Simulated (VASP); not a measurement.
**OH2: relaxation of the atoms with PBE+D3(BJ)**

The system is OH2, in a box.

```
CELL_PARAMETERS angstrom
15.00000 0.00000 0.00000
0.00000 15.50000 0.00000
0.00000 0.00000 16.00000
ATOMIC_POSITIONS crystal
O 0.50115 0.48007 0.48455
H 0.54822 0.51101 0.50609
H 0.45064 0.50891 0.50936
```

```json
{
 "Program": "VASP 6.6.1",
 "Task": "relaxation of the atoms",
 "Functional": "PBE",
 "Dispersion": "D3(BJ)",
 "Potentials or basis": "VASP PAW PBE potentials, release 64 (O, H)",
 "Cutoff": "520 eV",
 "k mesh": "1 × 1 × 1",
 "Occupations": "gaussian, width 0.005 eV",
 "Spin": "no spin polarisation",
 "Dipole correction": "no",
 "Further INCAR settings": "ALGO = Normal; EDIFF = 1e-06; ISYM = 0; IBRION = 2; EDIFFG = -0.01; NSW = 100"
}
```

* Energy gained by relaxing: 28.1 meV/atom
* Ionic steps: 11
* Largest force after relaxing: 0.005 eV/Å
* Gap between the frontier levels: 6.22 eV
* Dispersion energy per atom: -0.003 eV

Forces on the atoms (eV/Å):
```
O   -0.005  0.000  0.001
H    0.001  0.001  0.000
H    0.003 -0.001 -0.002
```

The path:
```tsv
step	energy change (eV)	largest force (eV/Å)	pressure (GPa)
1	0.0000	3.1797	0.04
2	0.7435	5.6175	-0.08
3	-0.0722	0.6115	0.00
4	-0.0730	0.6033	0.01
5	-0.0730	0.6014	0.01
6	-0.0717	1.0564	-0.02
7	-0.0782	0.4515	0.00
8	-0.0842	0.0284	0.00
9	-0.0842	0.0255	0.00
10	-0.0841	0.0565	0.00
11	-0.0842	0.0050	0.00
```

Final structure:
```xyz
3
Lattice="15.0000 0.0000 0.0000 0.0000 15.5000 0.0000 0.0000 0.0000 16.0000" Properties=species:S:1:pos:R:3 pbc="T T T"
O     7.5016    7.4399    7.7528
H     8.2670    7.9274    8.1003
H     6.7314    7.8827    8.1469
```

Levels at points of the mesh, in eV from the valence-band top:
```tsv
k point	band 1	band 2	band 3	band 4	band 5	band 6	band 7	band 8
(0.00, 0.00, 0.00)	-18.08	-5.88	-2.05	0.00	6.22	7.28	7.56	7.67
```

It took 26 min on 1 thread of AMD EPYC 9755 128-Core Processor (shared host), peak memory 2.1 GiB.
